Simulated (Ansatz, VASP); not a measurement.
**Two plane-wave programs on Ga2O3**

```
CELL_PARAMETERS angstrom
6.10700 -1.51855 0.00000
6.10700 1.51855 0.00000
-1.38599 0.00000 5.63001
ATOMIC_POSITIONS crystal
Ga 0.09050 0.09050 0.79460
Ga 0.90950 0.90950 0.20540
Ga 0.65866 0.65866 0.31402
Ga 0.34134 0.34134 0.68598
O 0.16450 0.16450 0.10980
O 0.83550 0.83550 0.89020
O 0.17330 0.17330 0.56320
O 0.82670 0.82670 0.43680
O 0.49590 0.49590 0.25660
O 0.50410 0.50410 0.74340
```

Alike in both runs: task single point; functional PBE; dispersion D3(BJ); k mesh 6 × 6 × 4; occupations gaussian, width 0.1 eV; no spin polarisation.

|  | VASP | Ansatz |
| --- | --- | --- |
| version | VASP 6.6.1 | Ansatz 0.2.0 |
| potentials or method | VASP PAW PBE potentials, release 64 (Ga_d, O), cutoff 520 eV | scalar-relativistic, plane waves, PAW |
| valence electrons in the cell | 88 | 88 |

```csv
,VASP,Ansatz,Ansatz less VASP
gap on the k mesh at the Fermi level (eV),2.43,2.45,+0.020
least direct gap on the mesh (eV),2.44,2.46,+0.018
pressure (GPa),7.0,6.4,-0.60
"traceless stress, the component that is largest in VASP (GPa)",0.76,0.65,-0.108
rms of the force components (eV/Å),0.088,0.082,-0.0063
```

Atom by atom the forces differ by 0.009 eV/Å (rms over components).
